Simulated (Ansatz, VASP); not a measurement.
## TeO: VASP beside Ansatz

```
Te O
1.0
     5.74149    0.00000    0.00000
     0.00000    3.67141    0.00000
     0.00000    0.00000    4.36845
Te O
2 2
Direct
  0.25000 0.00000 0.09840
  0.75000 0.00000 0.90160
  0.25000 0.50000 0.88517
  0.75000 0.50000 0.11483
```

Change from the starting cell: species swapped into the TiPt type (Pmma, No. 51).

Alike in both runs: functional PBE; k mesh 8 × 12 × 12; occupations gaussian, width 0.1 eV; no spin polarisation.

Ansatz relaxed the structure, and its values are those at the end. VASP's run is a single point on that final structure, the one shown.

|  | VASP | Ansatz |
| --- | --- | --- |
| version | VASP 6.6.1 | Ansatz 0.2.0 |
| potentials or method | VASP PAW PBE potentials, release 64 (Te, O), cutoff 520 eV | scalar-relativistic, plane waves, PAW |
| valence electrons in the cell | 24 | 44 |

|  | VASP | Ansatz | Ansatz less VASP |
| --- | --- | --- | --- |
| gap on the k mesh at the Fermi level (eV) | none | none | - |
| pressure (GPa) | -0.2 | 0.0 | +0.18 |
| rms of the force components (eV/Å) | 0.006 | 0.000 | -0.0052 |

A gap of «none» marks a metal or a gap that the smearing closes. With one functional, cell and mesh, what is left measures potentials, basis and numerics. VASP's potentials hold 24 valence electrons a cell and Ansatz's 44, so a difference there can come from the potentials and not from the codes.

Spin-orbit coupling is off throughout.
